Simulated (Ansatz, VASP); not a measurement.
## Two plane-wave programs on Pt

The input INCAR:

```
SYSTEM = Pt
PREC = Accurate
ENCUT = 600
EDIFF = 1E-6
ISMEAR = -1
SIGMA = 0.15
LREAL = .FALSE.
LASPH = .TRUE.
NELM = 60
ALGO = Normal
ISIF = 3
LWAVE = .FALSE.
LCHARG = .FALSE.
GGA = CA
IBRION = 2
NSW = 80
EDIFFG = -0.001
```

Contents of KPOINTS:

```
Automatic mesh
0
G
  26 26 26
  0 0 0
```

File POSCAR:

```
Pt
1.0
    0.0000000000      1.9468067539      1.9468067539
    1.9468067539      0.0000000000      1.9468067539
    1.9468067539      1.9468067539      0.0000000000
Pt
1
Direct
    0.0000000000      0.0000000000      0.0000000000
```

Input for Ansatz:

```yaml
crystal:
  lattice:
    - [0.0, 1.9468067539, 1.9468067539]
    - [1.9468067539, 0.0, 1.9468067539]
    - [1.9468067539, 1.9468067539, 0.0]
  atoms:
    - { symbol: Pt, position: [0.0, 0.0, 0.0] }
basis:
  ecutwfc: 420
kpoints:
  mp_grid: { grid: [26, 26, 26] }
hamiltonian:
  xc: lda
  pseudopotentials: { kind: paw, azcp: { folder: soft_1 } }
scf:
  occupations: { method: fermi_dirac, width: 0.15 }
output:
  forces: true
  stress: true
  eigenvalues: true
relax:
  adjacent_minimum: "off"
  f_tol: 0.001
  max_steps: 60
  cell: { stress_tol: 0.01 }
```

Alike in both runs: task relaxation of cell and atoms; functional LDA; k mesh 26 × 26 × 26; occupations fermi-dirac, width 0.15 eV; no spin polarisation.

|  | VASP | Ansatz |
| --- | --- | --- |
| version | VASP 6.6.1 | Ansatz 0.2.0 |
| potentials or method | VASP PAW LDA potentials, release 64 (Pt), cutoff 600 eV | scalar-relativistic, plane waves, PAW |
| valence electrons in the cell | 10 | 18 |

Ansatz gave:

```
gap on the k mesh at the Fermi level, each at its own relaxed structure (eV) : none
relaxed volume (Å³/atom)                                                     : 14.80
relaxed cell length with the largest relative difference (Å)                 : 2.756
```

Task: What did VASP give for the same quantities?

Result: gap on the k mesh at the Fermi level, each at its own relaxed structure (eV): none; relaxed volume (Å³/atom): 14.84; relaxed cell length with the largest relative difference (Å): 2.758.

Ansatz warns that its potentials were made for another functional, while VASP's fit it. LDA's correlation is that of Perdew and Zunger in VASP and of Perdew and Wang (1992) in Ansatz. A gap of «none» marks a metal or a gap that the smearing closes. VASP's potentials hold 10 valence electrons a cell and Ansatz's 18, so a difference there can come from the potentials and not from the codes.

Spin-orbit coupling is off throughout.
